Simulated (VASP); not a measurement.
# Sc3Mo (Fm-3m) in VASP: single point with PBE

Aim: the single point of Sc3Mo with PBE.

Program: VASP 6.6.1. These are calculated values, not measurements. Logs are shortened: lines on timing, memory, paths and dates and some standing lists are left out, and cuts for length are marked.

**1. The cell of the first run**

Symmetry: Fm-3m, No. 225, cubic system. Conventional cell: a = 8.762 Å, b = 8.762 Å, c = 8.762 Å, α = 90.00°, β = 90.00°, γ = 90.00°. Sc (site symmetry 4mm) has 2 Mo at 1.96 to 2.42 Å within 2.6 Å. Within 3.2 Å of Mo (site symmetry m-3m) lie 6 Sc at 2.42 Å. Mo (site symmetry m-3m) has 6 Sc at 1.96 Å within 2.6 Å.

**2. Single point, PBE**

File INCAR:

```
SYSTEM = Sc3Mo
ALGO = Normal
EDIFF = 1E-7
ENCUT = 520
GGA = PE
ISIF = 2
ISMEAR = 0
LASPH = .True.
LCHARG = .False.
LREAL = .False.
LWAVE = .False.
NBANDS = 57
NELM = 60
PREC = Accurate
SIGMA = 0.1
```

File KPOINTS:

```
k-points
0
Gamma
  4 4 4
  0 0 0
```

File POSCAR:

```
Sc3Mo
1.0
    0.0000000000      4.3811009500      4.3811009500
    4.3811009500      0.0000000000      4.3811009500
    4.3811009500      4.3811009500      0.0000000000
Sc Mo
6 2
Direct
    0.7240000100      0.2759999900      0.2759999900
    0.2759999900      0.7240000100      0.2759999900
    0.2759999900      0.7240000100      0.7240000100
    0.7240000100      0.2759999900      0.7240000100
    0.2759999900      0.2759999900      0.7240000100
    0.7240000100      0.7240000100      0.2759999900
    0.0000000000      0.0000000000      0.0000000000
    0.5000000000      0.5000000000      0.5000000000
```

Potentials or basis: VASP PAW PBE potentials, release 64 (Sc_sv, Mo_sv).

The run is started by

```sh
$ cat potpaw_PBE.64/Sc_sv/POTCAR potpaw_PBE.64/Mo_sv/POTCAR > POTCAR
$ mpirun -np 1 vasp_std > vasp.out
```

OUTCAR:

```text
SYSTEM = Sc3Mo
   EDIFF = 1E-7
   ENCUT = 520
   GGA = PE
   ISIF = 2
   ISMEAR = 0
   LASPH = .True.
   LREAL = .False.
   NELM = 60
   PREC = Accurate

 ion  position               nearest neighbor table
   1  0.724  0.276  0.276-   8 1.96   7 2.42   5 2.78   6 2.78   2 2.78   4 2.78   5 3.42   2 3.42
                             4 3.42   6 3.42
   2  0.276  0.724  0.276-   8 1.96   7 2.42   5 2.78   6 2.78   1 2.78   3 2.78   5 3.42   3 3.42
                             1 3.42   6 3.42
   3  0.276  0.724  0.724-   8 1.96   7 2.42   5 2.78   6 2.78   2 2.78   4 2.78   5 3.42   2 3.42
                             4 3.42   6 3.42
   4  0.724  0.276  0.724-   8 1.96   7 2.42   5 2.78   6 2.78   1 2.78   3 2.78   5 3.42   3 3.42
                             1 3.42   6 3.42
   5  0.276  0.276  0.724-   8 1.96   7 2.42   3 2.78   4 2.78   1 2.78   2 2.78   2 3.42   3 3.42
                             1 3.42   4 3.42
   6  0.724  0.724  0.276-   8 1.96   7 2.42   3 2.78   4 2.78   1 2.78   2 2.78   1 3.42   4 3.42
                             2 3.42   3 3.42
   7  0.000  0.000  0.000-   1 2.42   2 2.42   3 2.42   4 2.42   5 2.42   6 2.42
   8  0.500  0.500  0.500-   1 1.96   2 1.96   3 1.96   4 1.96   5 1.96   6 1.96

  LATTYP: Found a face centered cubic cell.
 ALAT       =     8.7622019000

  Lattice vectors:

 A1 = (   0.0000000000,   4.3811009500,   4.3811009500)
 A2 = (   4.3811009500,   0.0000000000,   4.3811009500)
 A3 = (   4.3811009500,   4.3811009500,   0.0000000000)

Analysis of symmetry for initial positions (statically):
=====================================================================
 Subroutine PRICEL returns:
 Original cell was already a primitive cell.

 Routine SETGRP: Setting up the symmetry group for a
 face centered cubic supercell.

 Subroutine GETGRP returns: Found 48 space group operations
 (whereof 48 operations were pure point group operations)
 out of a pool of 48 trial point group operations.

The static configuration has the point symmetry O_h .

Analysis of symmetry for dynamics (positions and initial velocities):
=====================================================================
 Subroutine PRICEL returns:
 Original cell was already a primitive cell.

 Routine SETGRP: Setting up the symmetry group for a
 face centered cubic supercell.

 Subroutine GETGRP returns: Found 48 space group operations
 (whereof 48 operations were pure point group operations)
 out of a pool of 48 trial point group operations.

The dynamic configuration has the point symmetry O_h .

 Subroutine INISYM returns: Found 48 space group operations
 (whereof 48 operations are pure point group operations),
 and found     1 'primitive' translations

----------------------------------------------------------------------------------------

                                     Primitive cell

  volume of cell :     168.1821

  direct lattice vectors                    reciprocal lattice vectors
     0.000000000  4.381100950  4.381100950    -0.114126564  0.114126564  0.114126564
     4.381100950  0.000000000  4.381100950     0.114126564 -0.114126564  0.114126564
     4.381100950  4.381100950  0.000000000     0.114126564  0.114126564 -0.114126564

  length of vectors
     6.195812382  6.195812382  6.195812382     0.197673008  0.197673008  0.197673008

  position of ions in fractional coordinates (direct lattice)
     0.724000010  0.275999990  0.275999990
     0.275999990  0.724000010  0.275999990
     0.275999990  0.724000010  0.724000010
     0.724000010  0.275999990  0.724000010
     0.275999990  0.275999990  0.724000010
     0.724000010  0.724000010  0.275999990
     0.000000000  0.000000000  0.000000000
     0.500000000  0.500000000  0.500000000

  ion indices of the primitive-cell ions
   primitive index   ion index
                 1           1
                 2           2
                 3           3
                 4           4
                 5           5
                 6           6
                 7           7
                 8           8

----------------------------------------------------------------------------------------

 KPOINTS: k-points

Automatic generation of k-mesh.
 Grid dimensions read from file:
 generate k-points for:    4    4    4

 Generating k-lattice:

  Cartesian coordinates                     Fractional coordinates (reciprocal lattice)
    -0.028531641  0.028531641  0.028531641     0.250000000  0.000000000  0.000000000
     0.028531641 -0.028531641  0.028531641     0.000000000  0.250000000  0.000000000
     0.028531641  0.028531641 -0.028531641     0.000000000  0.000000000  0.250000000

  Length of vectors
     0.049418252  0.049418252  0.049418252

  Shift w.r.t. Gamma in fractional coordinates (k-lattice)
     0.000000000  0.000000000  0.000000000

 Subroutine IBZKPT returns following result:
 ===========================================

 Found      8 irreducible k-points:

 Following reciprocal coordinates:
            Coordinates               Weight
  0.000000  0.000000  0.000000      1.000000
  0.250000  0.000000  0.000000      8.000000
  0.500000  0.000000  0.000000      4.000000
  0.250000  0.250000  0.000000      6.000000
  0.500000  0.250000  0.000000     24.000000
 -0.250000  0.250000  0.000000     12.000000
  0.500000  0.500000  0.000000      3.000000
 -0.250000  0.500000  0.250000      6.000000
   k-points           NKPTS =      8   k-points in BZ     NKDIM =      8   number of bands    NBANDS=     57
   number of dos      NEDOS =    301   number of ions     NIONS =      8
   total plane-waves  NPLWV = 110592
   dimension x,y,z NGX =    48 NGY =   48 NGZ =   48
   dimension x,y,z NGXF=    96 NGYF=   96 NGZF=   96
   ions per type =               6   2
   NGX,Y,Z   is equivalent  to a cutoff of  12.88, 12.88, 12.88 a.u.
   NGXF,Y,Z  is equivalent  to a cutoff of  25.76, 25.76, 25.76 a.u.
 SYSTEM =  Sc3Mo
   PREC   = accura    normal or accurate (medium, high low for compatibility)
   ISTART =      0    job   : 0-new  1-cont  2-samecut
   ICHARG =      2    charge: 1-file 2-atom 10-const
   ISPIN  =      1    spin polarized calculation?
   LNONCOLLINEAR =      F non collinear calculations
   LSORBIT =      F    spin-orbit coupling
   LASPH  =      T    aspherical Exc in radial PAW
   ENCUT  =  520.0 eV  38.22 Ry    6.18 a.u.  11.52 11.52 11.52*2*pi/ulx,y,z
   NELM   =     60;   NELMIN=  2; NELMDL= -5     # of ELM steps
   EDIFF  = 0.1E-06   stopping-criterion for ELM
   LREAL  =      F    real-space projection
   EDIFFG = 0.1E-05   stopping-criterion for IOM
   NSW    =      0    number of steps for IOM
   IBRION =     -1    ionic relax: 0-MD 1-quasi-New 2-CG
   NFREE  =      0    steps in history (QN), initial steepest desc. (CG)
   ISIF   =      2    stress and relaxation
   ISYM   =      2    0-nonsym 1-usesym 2-fastsym
   POTIM  = 0.5000    time-step for ionic-motion
   TEBEG  =    0.0;   TEEND  =   0.0 temperature during run
   PSTRESS=    0.0 pullay stress
   NELECT =      94.0000    total number of electrons
   NUPDOWN=      -1.0000    fix difference up-down
   EMIN   =  10.00;   EMAX   =-10.00  energy-range for DOS
   EFERMI =   0.00;   METHOD = LEGACY
   ISMEAR =     0;   SIGMA  =   0.10  broadening in eV -4-tet -1-fermi 0-gaus
   EFERMI_NEDOS =   21; number of points for ismear=-14 and -15
   IALGO  =     38    algorithm
   IMIX   =      4    mixing-type and parameters
     AMIX     =   0.40;   BMIX     =  1.00
     AMIX_MAG =   1.60;   BMIX_MAG =  1.00
  volume/ion in A,a.u.               =      21.02       141.87
  Fermi-wavevector in a.u.,A,eV,Ry     =   1.348520  2.548334 24.742294  1.818507
  Thomas-Fermi vector in A             =   2.476183
   LORBIT       =      0    0 simple, 1 ext, 2 COOP (PROOUT), +10 PAW based schemes
   GGA     = PE    functional components
   LHFCALC =     F    Hartree Fock is set to
   AEXX    =    0.0000 exact exchange contribution
   IVDW    =     0    specifies the selected vdW correction
   LEPSILON=     F    determine dielectric tensor
   LRPA    =     F    only Hartree local field effects (RPA)
 non-spin polarized calculation
 Gauss-broadening in eV      SIGMA  =   0.10
  energy-cutoff  :      520.00
  volume of cell :      168.18
 maximum number of plane-waves:      4573
 NGX is ok and might be reduce to    48
   NGX = 23   NGY = 23   NGZ = 23

 number of electron      94.0000001 magnetization

 Free energy of the ion-electron system (eV)
  ---------------------------------------------------
  ext. energy  EPLUGINS =         0.00000000
  ---------------------------------------------------
  free energy    TOTEN  =       -34.05399346 eV

  energy without entropy =      -33.97215697  energy(sigma->0) =      -34.01307522

 E-fermi :   5.0937     XC(G=0): -10.2316

 val. band max:        5.0625513323   @ k =  -0.2500   0.2500   0.0000
 cond. band min:       5.1154188129   @ k =  -0.2500   0.2500   0.0000
 fundamental gap:      0.0528674806
 Fermi energy:         5.0937034475

 k-point     1 :       0.0000    0.0000    0.0000
  band No.  band energies     occupation
      1     -56.6049      2.00000
      2     -54.5442      2.00000
      3     -44.0110      2.00000
      4     -44.0110      2.00000
      5     -44.0110      2.00000
      6     -43.7509      2.00000
[... 49 lines left out ...]
     56       7.4149      0.00000
     57       7.7010      0.00000

 k-point     2 :       0.2500    0.0000    0.0000
  band No.  band energies     occupation
      1     -56.6048      2.00000
      2     -54.5443      2.00000
      3     -44.0098      2.00000
      4     -44.0068      2.00000
      5     -44.0068      2.00000
      6     -43.7555      2.00000
[... 49 lines left out ...]
     56       7.2834      0.00000
     57       7.2852      0.00000
[... 298 lines left out ...]
     56       6.6671      0.00000
     57       7.2048      0.00000

 k-point     8 :      -0.2500    0.5000    0.2500
  band No.  band energies     occupation
      1     -56.6047      2.00000
      2     -54.5444      2.00000
      3     -44.0115      2.00000
      4     -44.0115      2.00000
      5     -44.0045      2.00000
      6     -43.7572      2.00000
[... 49 lines left out ...]
     56       7.0066      0.00000
     57       7.3575      0.00000

------------------------ aborting loop because EDIFF is reached ----------------------------------------

  FORCE on cell =-STRESS in cart. coord.  units (eV):
  Direction    XX          YY          ZZ          XY          YZ          ZX
  --------------------------------------------------------------------------------------
  -------------------------------------------------------------------------------------
  Total       61.1060726     61.1060726     61.1060726     -0.0000000      0.0000000     -0.0000000
  in kB      582.1235607    582.1235607    582.1235607     -0.0000000      0.0000000     -0.0000000
  external PRESSURE =     582.1235607 kB  Pullay stress =       0.0000000 kB

 VOLUME and BASIS-vectors are now :
 -----------------------------------------------------------------------------
  energy-cutoff  :      520.00
  volume of cell :      168.18
      direct lattice vectors                 reciprocal lattice vectors
     0.000000000  4.381100950  4.381100950    -0.114126564  0.114126564  0.114126564
     4.381100950  0.000000000  4.381100950     0.114126564 -0.114126564  0.114126564
     4.381100950  4.381100950  0.000000000     0.114126564  0.114126564 -0.114126564

 POSITION                                       TOTAL-FORCE (eV/Angst)
 -----------------------------------------------------------------------------------
      2.41837      4.38110      4.38110       -13.291464      0.000000     -0.000000
      4.38110      2.41837      4.38110         0.000000    -13.291464     -0.000000
      6.34383      4.38110      4.38110        13.291464      0.000000     -0.000000
      4.38110      6.34383      4.38110         0.000000     13.291464     -0.000000
      4.38110      4.38110      2.41837         0.000000      0.000000    -13.291464
      4.38110      4.38110      6.34383         0.000000      0.000000     13.291464
      0.00000      0.00000      0.00000         0.000000      0.000000     -0.000000
      4.38110      4.38110      4.38110         0.000000      0.000000     -0.000000
 -----------------------------------------------------------------------------------
    total drift:                                0.000000      0.000000      0.000000

  FREE ENERGIE OF THE ION-ELECTRON SYSTEM (eV)
  ---------------------------------------------------
  free  energy   TOTEN  =       -34.0539934595 eV

  energy  without entropy=      -33.9721569741  energy(sigma->0) =      -34.01307522
```

Run time: 2 min. Hardware: 1 thread of Intel Xeon 6975P-C (Granite Rapids), shared host; peak memory 0.33 GiB.

What came out:

- Free energy: -34.0540 eV
- Pressure: 58.2 GPa
- Largest force: 13.291 eV/Å
- Band gap on the k mesh: zero (band 47 reaches 5.33 eV, above the bottom of band 48 at 4.79 eV)

Forces on the atoms (eV/Å):
```
Sc  -13.291   0.000   0.000
Sc    0.000 -13.291   0.000
Sc   13.291   0.000   0.000
Sc    0.000  13.291   0.000
Sc    0.000   0.000 -13.291
Sc    0.000   0.000  13.291
Mo    0.000   0.000   0.000
Mo    0.000   0.000   0.000
```

Levels at points of the mesh, in eV from the Fermi level:
```csv
k point,band 43,band 44,band 45,band 46,band 47,band 48,band 49,band 50,band 51,band 52
"(0.00, 0.00, 0.00)",-0.87,-0.87,-0.87,-0.41,-0.30,-0.30,1.02,1.02,1.02,1.34
"(0.50, 0.00, 0.00)",-1.00,-1.00,-0.37,-0.31,-0.31,-0.07,-0.07,0.25,0.93,1.04
"(0.50, 0.50, 0.00)",-1.07,-1.07,-0.93,0.11,0.13,0.75,0.77,0.77,0.89,0.89
```

Caveat: forces of over 1 eV/Å act on the atoms, so gaps and moduli don't describe the material at rest.
